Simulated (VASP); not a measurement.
# GaAs (F-43m) in VASP: notebook

The runs below take GaAs through single point, with PBE.

Program: VASP 6.6.1. These are calculated values, not measurements. Logs are shortened: lines on timing, memory, paths and dates and some standing lists are left out, and cuts for length are marked.

## (1) The cell of the first run

It takes space group F-43m (No. 216, cubic). The conventional cell has a = 5.654 Å, b = 5.654 Å, c = 5.654 Å, α = 90.00°, β = 90.00°, γ = 90.00°. Ga (site symmetry -43m) has 4 As at 2.45 Å within 3.2 Å. Within 3.2 Å of As (site symmetry -43m) lie 4 Ga at 2.45 Å.

## (2) Single point, PBE

The input, INCAR:

```
PREC = Accurate
ENCUT = 500
EDIFF = 1E-6
ISMEAR = 0
SIGMA = 0.01
LREAL = False
LASPH = True
NELM = 120
ALGO = Normal
ISIF = 2
LWAVE = False
LCHARG = True
GGA = PE
LELF = True
LVHAR = True
NBANDS = 16
GGA_COMPAT = False
```

The input, KPOINTS:

```
Automatic mesh
0
Gamma
  2 2 2
```

The input, POSCAR:

```
GaAs
1.0
    0.0000000000      2.8270000000      2.8270000000
    2.8270000000      0.0000000000      2.8270000000
    2.8270000000      2.8270000000      0.0000000000
Ga As
1 1
Direct
    0.0000000000      0.0000000000      0.0000000000
    0.2500000000      0.2500000000      0.2500000000
```

Potentials or basis: VASP PAW PBE potentials, release 64 (Ga_d, As).

Started as:

```bash
$ cat potpaw_PBE.64/Ga_d/POTCAR potpaw_PBE.64/As/POTCAR > POTCAR
$ mpirun -np 1 vasp_std > vasp.out
```

OUTCAR:

```text
PREC = Accurate
   ENCUT = 500
   EDIFF = 1E-6
   ISMEAR = 0
   LREAL = False
   LASPH = True
   NELM = 120
   ISIF = 2
   GGA = PE

 ion  position               nearest neighbor table
   1  0.000  0.000  0.000-   2 2.45   2 2.45   2 2.45   2 2.45
   2  0.250  0.250  0.250-   1 2.45   1 2.45   1 2.45   1 2.45

  LATTYP: Found a face centered cubic cell.
 ALAT       =     5.6540000000

  Lattice vectors:

 A1 = (   0.0000000000,   2.8270000000,   2.8270000000)
 A2 = (   2.8270000000,   0.0000000000,   2.8270000000)
 A3 = (   2.8270000000,   2.8270000000,   0.0000000000)

Analysis of symmetry for initial positions (statically):
[... 5 lines left out ...]
 face centered cubic supercell.

 Subroutine GETGRP returns: Found 24 space group operations
 (whereof 24 operations were pure point group operations)
 out of a pool of 48 trial point group operations.

The static configuration has the point symmetry T_d .

Analysis of symmetry for dynamics (positions and initial velocities):
[... 5 lines left out ...]
 face centered cubic supercell.

 Subroutine GETGRP returns: Found 24 space group operations
 (whereof 24 operations were pure point group operations)
 out of a pool of 48 trial point group operations.

The dynamic configuration has the point symmetry T_d .

 Subroutine INISYM returns: Found 24 space group operations
 (whereof 24 operations are pure point group operations),
 and found     1 'primitive' translations

----------------------------------------------------------------------------------------

                                     Primitive cell

  volume of cell :      45.1864

  direct lattice vectors                    reciprocal lattice vectors
     0.000000000  2.827000000  2.827000000    -0.176865936  0.176865936  0.176865936
     2.827000000  0.000000000  2.827000000     0.176865936 -0.176865936  0.176865936
     2.827000000  2.827000000  0.000000000     0.176865936  0.176865936 -0.176865936

  length of vectors
     3.997981741  3.997981741  3.997981741     0.306340787  0.306340787  0.306340787

  position of ions in fractional coordinates (direct lattice)
     0.000000000  0.000000000  0.000000000
     0.250000000  0.250000000  0.250000000

  ion indices of the primitive-cell ions
   primitive index   ion index
                 1           1
                 2           2

[... 43 lines left out ...]
   ISPIN  =      1    spin polarized calculation?
   LNONCOLLINEAR =      F non collinear calculations
   LSORBIT =      F    spin-orbit coupling
   LASPH  =      T    aspherical Exc in radial PAW
   ENCUT  =  500.0 eV  36.75 Ry    6.06 a.u.   7.29  7.29  7.29*2*pi/ulx,y,z
   NELM   =    120;   NELMIN=  2; NELMDL= -5     # of ELM steps
   EDIFF  = 0.1E-05   stopping-criterion for ELM
   LREAL  =      F    real-space projection
   EDIFFG = 0.1E-04   stopping-criterion for IOM
   NSW    =      0    number of steps for IOM
   IBRION =     -1    ionic relax: 0-MD 1-quasi-New 2-CG
   NFREE  =      0    steps in history (QN), initial steepest desc. (CG)
   ISIF   =      2    stress and relaxation
   ISYM   =      2    0-nonsym 1-usesym 2-fastsym
   POTIM  = 0.5000    time-step for ionic-motion
   TEBEG  =    0.0;   TEEND  =   0.0 temperature during run
   PSTRESS=    0.0 pullay stress
   NELECT =      18.0000    total number of electrons
   NUPDOWN=      -1.0000    fix difference up-down
   EMIN   =  10.00;   EMAX   =-10.00  energy-range for DOS
   EFERMI =   0.00;   METHOD = LEGACY
   ISMEAR =     0;   SIGMA  =   0.01  broadening in eV -4-tet -1-fermi 0-gaus
   EFERMI_NEDOS =   21; number of points for ismear=-14 and -15
   IALGO  =     38    algorithm
   IMIX   =      4    mixing-type and parameters
     AMIX     =   0.40;   BMIX     =  1.00
     AMIX_MAG =   1.60;   BMIX_MAG =  1.00
  volume/ion in A,a.u.               =      22.59       152.47
  Fermi-wavevector in a.u.,A,eV,Ry     =   1.204564  2.276296 19.741704  1.450974
  Thomas-Fermi vector in A             =   2.340285
   LORBIT       =      0    0 simple, 1 ext, 2 COOP (PROOUT), +10 PAW based schemes
   GGA     = PE    functional components
   LHFCALC =     F    Hartree Fock is set to
   AEXX    =    0.0000 exact exchange contribution
   IVDW    =     0    specifies the selected vdW correction
   LEPSILON=     F    determine dielectric tensor
   LRPA    =     F    only Hartree local field effects (RPA)
 non-spin polarized calculation
 Gauss-broadening in eV      SIGMA  =   0.01
  energy-cutoff  :      500.00
  volume of cell :       45.19
 maximum number of plane-waves:      1162
 NGX is ok and might be reduce to    30
   NGX = 15   NGY = 15   NGZ = 15

 number of electron      17.9999995 magnetization

 Free energy of the ion-electron system (eV)
  ---------------------------------------------------
  ext. energy  EPLUGINS =         0.00000000
  ---------------------------------------------------
  free energy    TOTEN  =        -5.81608729 eV

  energy without entropy =       -5.81608729  energy(sigma->0) =       -5.81608729

 E-fermi :   4.3513     XC(G=0):  -9.3750

 val. band max:        4.2804342014   @ k =   0.0000   0.0000   0.0000
 cond. band min:       4.7304767680   @ k =   0.0000   0.0000   0.0000
 fundamental gap:      0.4500425666
 Fermi energy:         4.3513388558

 k-point     1 :       0.0000    0.0000    0.0000
  band No.  band energies     occupation
      1     -10.9051      2.00000
      2     -10.9051      2.00000
      3     -10.9051      2.00000
      4     -10.8358      2.00000
      5     -10.8358      2.00000
      6      -8.4626      2.00000
[... 34 lines left out ...]
      3     -10.8579      2.00000
      4     -10.8579      2.00000
      5     -10.8233      2.00000
      6      -5.8657      2.00000
[... 8 lines left out ...]
     15      17.4653      0.00000
     16      17.5557      0.00000

------------------------ aborting loop because EDIFF is reached ----------------------------------------

  FORCE on cell =-STRESS in cart. coord.  units (eV):
  Direction    XX          YY          ZZ          XY          YZ          ZX
  --------------------------------------------------------------------------------------
  -------------------------------------------------------------------------------------
  Total        2.6416790      2.6416790      2.6416790      0.0000000      0.0000000     -0.0000000
  in kB       93.6662650     93.6662650     93.6662650      0.0000000      0.0000000     -0.0000000
  external PRESSURE =      93.6662650 kB  Pullay stress =       0.0000000 kB

 VOLUME and BASIS-vectors are now :
 -----------------------------------------------------------------------------
  energy-cutoff  :      500.00
  volume of cell :       45.19
      direct lattice vectors                 reciprocal lattice vectors
     0.000000000  2.827000000  2.827000000    -0.176865936  0.176865936  0.176865936
     2.827000000  0.000000000  2.827000000     0.176865936 -0.176865936  0.176865936
     2.827000000  2.827000000  0.000000000     0.176865936  0.176865936 -0.176865936

 POSITION                                       TOTAL-FORCE (eV/Angst)
 -----------------------------------------------------------------------------------
      0.00000      0.00000      0.00000        -0.000000     -0.000000     -0.000000
      1.41350      1.41350      1.41350         0.000000      0.000000      0.000000
 -----------------------------------------------------------------------------------
    total drift:                               -0.000000     -0.000000      0.000000

  FREE ENERGIE OF THE ION-ELECTRON SYSTEM (eV)
  ---------------------------------------------------
  free  energy   TOTEN  =        -5.8160872883 eV

  energy  without entropy=       -5.8160872883  energy(sigma->0) =       -5.81608729
```

Run time: 4.3 s. Hardware: 1 thread of Intel Xeon Platinum 8559C (Emerald Rapids), shared host; peak memory 0.16 GiB.

What came out:

```
Free energy            : -5.8161 eV
Pressure               : 9.4 GPa
Band gap on the k mesh : 0.45 eV, direct
```

Caveat: the k points lie up to 0.96 Å⁻¹ apart. A k mesh can miss the band edges.

## (3) Single point, PBE

The input, INCAR:

```
PREC = Accurate
ENCUT = 500
EDIFF = 1E-6
ISMEAR = 0
SIGMA = 0.01
LREAL = F
LASPH = T
NELM = 120
ALGO = Normal
ISIF = 2
LWAVE = F
LCHARG = F
GGA = PE
NBANDS = 16
GGA_COMPAT = F
```

The input, KPOINTS:

```
Automatic mesh
0
Gamma
  3 3 3
```

POSCAR is that of step 2.

Potentials or basis: VASP PAW PBE potentials, release 64 (Ga_d, As).

Started as:

```bash
$ cat potpaw_PBE.64/Ga_d/POTCAR potpaw_PBE.64/As/POTCAR > POTCAR
$ mpirun -np 1 vasp_std > vasp.out
```

It used 6.8 s of CPU time on 1 thread of AMD EPYC 7R13 Processor (Zen 3), on a shared host.

It converged, with:

| Property | Result |
| --- | --- |
| Free energy | -7.6676 eV |
| Pressure | 4.6 GPa |
| Band gap on the k mesh | 0.49 eV, direct |

Levels at points of the mesh, in eV from the valence-band top:
```tsv
k point	band 7	band 8	band 9	band 10	band 11	band 12
(0.00, 0.00, 0.00)	0.00	0.00	0.00	0.49	3.64	3.64
```

Caveat: the k points lie up to 0.64 Å⁻¹ apart.

## (4) Single point, PBE

This run uses another cell than the first one, of 23.50 Å³/atom, 1.040 times its volume.

INCAR is that of step 3.

KPOINTS is that of step 3.

The input, POSCAR:

```
GaAs
1.0
    0.0000000000      2.8642016346      2.8642016346
    2.8642016346      0.0000000000      2.8642016346
    2.8642016346      2.8642016346      0.0000000000
Ga As
1 1
Direct
    0.0000000000      0.0000000000      0.0000000000
    0.2500000000      0.2500000000      0.2500000000
```

Started as:

```bash
$ cat potpaw_PBE.64/Ga_d/POTCAR potpaw_PBE.64/As/POTCAR > POTCAR
$ mpirun -np 1 vasp_std > vasp.out
```

It used 6.6 s of CPU time on 1 thread of AMD EPYC 7R13 Processor (Zen 3), with other jobs on the host.

It converged, with:

| Item | Value |
| --- | --- |
| Free energy | -7.7033 eV |
| Pressure | 1.7 GPa |
| Band gap on the k mesh | 0.20 eV, direct |

Levels at points of the mesh, in eV from the valence-band top:
```csv
k point,band 6,band 7,band 8,band 9,band 10,band 11,band 12,band 13
"(0.00, 0.00, 0.00)",-12.45,0.00,0.00,0.00,0.20,3.63,3.63,3.63
```

Caveat: the k points lie up to 0.63 Å⁻¹ apart.

## (5) Single point, PBE

This run uses another cell than the first one, of 23.50 Å³/atom, 1.040 times its volume.

The input, INCAR:

```
SYSTEM = GaAs
  ALGO = Normal
  EDIFF = 1E-6
  ENCUT = 500
  GGA = PE
  GGA_COMPAT = .False.
  ISIF = 2
  ISMEAR = 0
  LASPH = .True.
  LCHARG = .True.
  LELF = .True.
  LREAL = .False.
  LVHAR = .True.
  LWAVE = .False.
  NBANDS = 16
  NELM = 120
  PREC = Accurate
  SIGMA = 0.01
```

The input, KPOINTS:

```
k-points
0
Gamma
  3 3 3
  0 0 0
```

POSCAR is that of step 4.

Potentials or basis: VASP PAW PBE potentials, release 64 (Ga_d, As).

Started as:

```bash
$ cat potpaw_PBE.64/Ga_d/POTCAR potpaw_PBE.64/As/POTCAR > POTCAR
$ mpirun -np 1 vasp_std > vasp.out
```

OUTCAR:

```text
SYSTEM = GaAs
   EDIFF = 1E-6
   ENCUT = 500
   GGA = PE
   ISIF = 2
   ISMEAR = 0
   LASPH = .True.
   LREAL = .False.
   NELM = 120
   PREC = Accurate

 ion  position               nearest neighbor table
   1  0.000  0.000  0.000-   2 2.48   2 2.48   2 2.48   2 2.48
   2  0.250  0.250  0.250-   1 2.48   1 2.48   1 2.48   1 2.48

  LATTYP: Found a face centered cubic cell.
 ALAT       =     5.7284032692

  Lattice vectors:

 A1 = (   0.0000000000,   2.8642016346,   2.8642016346)
[... 239 lines left out ...]

------------------------ aborting loop because EDIFF is reached ----------------------------------------

  FORCE on cell =-STRESS in cart. coord.  units (eV):
  Direction    XX          YY          ZZ          XY          YZ          ZX
  --------------------------------------------------------------------------------------
  -------------------------------------------------------------------------------------
  Total        0.5029119      0.5029119      0.5029119     -0.0000000      0.0000000     -0.0000000
  in kB       17.1459579     17.1459579     17.1459579     -0.0000000      0.0000000     -0.0000000
  external PRESSURE =      17.1459579 kB  Pullay stress =       0.0000000 kB

 VOLUME and BASIS-vectors are now :
 -----------------------------------------------------------------------------
  energy-cutoff  :      500.00
  volume of cell :       46.99
      direct lattice vectors                 reciprocal lattice vectors
     0.000000000  2.864201635  2.864201635    -0.174568715  0.174568715  0.174568715
     2.864201635  0.000000000  2.864201635     0.174568715 -0.174568715  0.174568715
     2.864201635  2.864201635  0.000000000     0.174568715  0.174568715 -0.174568715

 POSITION                                       TOTAL-FORCE (eV/Angst)
 -----------------------------------------------------------------------------------
      0.00000      0.00000      0.00000         0.000000      0.000000     -0.000000
      1.43210      1.43210      1.43210        -0.000000     -0.000000      0.000000
 -----------------------------------------------------------------------------------
    total drift:                                0.000000      0.000000      0.000000

  FREE ENERGIE OF THE ION-ELECTRON SYSTEM (eV)
  ---------------------------------------------------
  free  energy   TOTEN  =        -7.7033199383 eV

  energy  without entropy=       -7.7033199383  energy(sigma->0) =       -7.70331994
```

OSZICAR:

```text
N       E                     dE             d eps       ncg     rms          rms(c)
DAV:   1     0.825571181178E+02    0.82557E+02   -0.90264E+03   136   0.156E+03
DAV:   2    -0.111167906972E+01   -0.83669E+02   -0.78781E+02   152   0.304E+02
DAV:   3    -0.781479582891E+01   -0.67031E+01   -0.66814E+01   152   0.665E+01
DAV:   4    -0.792033668339E+01   -0.10554E+00   -0.10553E+00   168   0.921E+00
DAV:   5    -0.792190234972E+01   -0.15657E-02   -0.15657E-02   128   0.101E+00    0.301E+00
DAV:   6    -0.772280742771E+01    0.19909E+00   -0.29872E-01   200   0.857E+00    0.181E+00
DAV:   7    -0.769895838876E+01    0.23849E-01   -0.90073E-02   152   0.192E+00    0.634E-01
DAV:   8    -0.770215628818E+01   -0.31979E-02   -0.15307E-02   128   0.133E+00    0.125E-01
DAV:   9    -0.770306317708E+01   -0.90689E-03   -0.15664E-03   152   0.463E-01    0.595E-02
DAV:  10    -0.770321431764E+01   -0.15114E-03   -0.12096E-04   168   0.106E-01    0.334E-02
DAV:  11    -0.770331963860E+01   -0.10532E-03   -0.13720E-04   128   0.858E-02    0.387E-03
DAV:  12    -0.770331993828E+01   -0.29969E-06   -0.24290E-06   184   0.180E-02
   1 F= -.77033199E+01 E0= -.77033199E+01  d E =-.603340E-20
```

stdout:

```text
POSCAR found type information on POSCAR GaAs
 POSCAR found :  2 types and       2 ions
 scaLAPACK will be used
 LDA part: xc-table for (Slater+PW92), standard interpolation
 POSCAR, INCAR and KPOINTS ok, starting setup
 FFT: planning ... GRIDC
 FFT: planning ... GRID_SOFT
 FFT: planning ... GRID
 WAVECAR not read
 entering main loop
```

Wall time 9.8 s (1 thread of AMD EPYC 7R13 (Zen 3), shared host); peak memory 0.13 GiB.

What came out:

```yaml
Free_energy: -7.7033 eV
Pressure: 1.7 GPa
Band_gap_on_the_k_mesh: 0.20 eV, direct
```

Levels at points of the mesh, in eV from the valence-band top:
```
           k point  band 6  band 7  band 8  band 9  band 10  band 11  band 12  band 13
(0.00, 0.00, 0.00)  -12.45    0.00    0.00    0.00     0.20     3.63     3.63     3.63
```

Caveat: the k points lie up to 0.63 Å⁻¹ apart.

## (6) Overview

```tsv
cell	k mesh	gap on the mesh (eV)	pressure (GPa)
a = 3.998 Å, angles 60.0°, 2 atoms	2 × 2 × 2	0.45	9.4
a = 3.998 Å, angles 60.0°, 2 atoms	3 × 3 × 3	0.49	4.6
a = 4.051 Å, angles 60.0°, 2 atoms	3 × 3 × 3	0.20	1.7
```

Alike in all rows: task single point; level PBE; potentials or basis VASP PAW PBE potentials, release 64 (Ga_d, As); no spin polarisation; cutoff (eV) 500; smearing gaussian 0.01 eV.

Caveats: all runs use coarse meshes.

Absolute energies hang on the potentials; compare differences alone.
